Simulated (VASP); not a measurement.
A run of VASP 6.6.1 is set up as follows.

Contents of INCAR:

```
ALGO = Normal
EDIFF = 1E-6
ENCUT = 520
GGA = PE
ISIF = 2
ISMEAR = 0
LASPH = True
LCHARG = False
LREAL = False
LWAVE = False
NBANDS = 12
NELM = 80
PREC = Accurate
SIGMA = 0.05
```

File KPOINTS:

```
k-points
0
Gamma
  10 10 10
```

POSCAR

```
LiF
1.0
    0.0000000000      2.0643500000      2.0140000000
    2.0140000000      0.0000000000      2.0140000000
    2.0140000000      2.0643500000      0.0000000000
Li F
1 1
Direct
    0.0000000000      0.0000000000      0.0000000000
    0.5000000000      0.5000000000      0.5000000000
```

Potentials or basis: VASP PAW PBE potentials, release 64 (Li_sv, F).

Launch:

```console
$ cat potpaw_PBE.64/Li_sv/POTCAR potpaw_PBE.64/F/POTCAR > POTCAR
$ mpirun -np 1 vasp_std > vasp.out
```

Question: Predict the band gap on the k mesh.

Answer: 8.83 eV, direct.

Caveat: the cell differs from its parent crystal (strain +0.0250 x Voigt [0, 1, 0, 0, 0, 0]). A k mesh can miss the band edges.
